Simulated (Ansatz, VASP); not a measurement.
# Two plane-wave programs on Cu4Ni

```
CELL_PARAMETERS angstrom
2.53749 0.00000 -0.00022
-1.26874 2.19717 0.00013
-0.00252 0.00020 21.00015
ATOMIC_POSITIONS crystal
Cu 0.33373 0.66770 0.05059
Cu 0.33281 0.66540 0.44941
Cu 0.33292 0.66595 0.65162
Cu 0.33368 0.66731 0.84837
Cu 0.66690 0.33401 0.15162
Cu 0.66650 0.33268 0.34837
Cu 0.66628 0.33238 0.55059
Cu 0.66738 0.33468 0.94941
Ni 0.33329 0.66639 0.25000
Ni 0.66651 0.33350 0.75000
```

Change from the starting cell: cell x1, atoms moved at random (sigma 0.05 Å) and cell strained at random (1.5 %), then relaxed without symmetry.

Alike in both runs: functional PBE; k mesh 12 × 12 × 1; occupations gaussian, width 0.2 eV; no spin polarisation.

Ansatz relaxed the structure, and its values are those at the end. VASP's run is a single point on that final structure, the one shown.

|  | VASP | Ansatz |
| --- | --- | --- |
| version | VASP 6.6.1 | Ansatz 0.2.0 |
| potentials or method | VASP PAW PBE potentials, release 64 (Cu, Ni), cutoff 520 eV | scalar-relativistic, plane waves, PAW |
| valence electrons in the cell | 108 | 188 |

```csv
,VASP,Ansatz,Ansatz less VASP
gap on the k mesh at the Fermi level (eV),none,none,-
pressure (GPa),0.6,0.1,-0.45
rms of the force components (eV/Å),0.004,0.001,-0.0033
```

A gap of «none» marks a metal or a gap that the smearing closes. VASP's potentials hold 108 valence electrons a cell and Ansatz's 188, so a difference there can come from the potentials and not from the codes.
